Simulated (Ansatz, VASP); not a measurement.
# One calculation of GeW, two programs

```
Ge W
1.0
     2.81129    0.00000    0.00000
    -1.40565    2.43465    0.00000
     0.00000    0.00000    5.25217
Ge W
1 1
Cartesian
  0.0000 0.0000 3.3380
  0.0000 0.0000 0.7120
```

Alike in both runs: functional PBE; k mesh 7 × 7 × 5; occupations gaussian, width 0.2 eV; no spin polarisation.

Ansatz relaxed the structure, and its values are those at the end. VASP's run is a single point on that final structure, the one shown.

|  | VASP | Ansatz |
| --- | --- | --- |
| version | VASP 6.6.1 | Ansatz 0.2.0 |
| potentials or method | VASP PAW PBE potentials, release 64 (Ge_d, W_sv), cutoff 500 eV | scalar-relativistic, plane waves, PAW |
| valence electrons in the cell | 28 | 28 |

Ansatz gave:

```
gap on the k mesh at the Fermi level (eV) : none
pressure (GPa)                            : -0.1
```

Task: Estimate VASP's values.

Result: gap on the k mesh at the Fermi level (eV): none; pressure (GPa): 0.0.

A gap of «none» marks a metal or a gap that the smearing closes.

The k mesh is coarse, so the values compare programs but aren't converged. Spin-orbit coupling is off throughout.
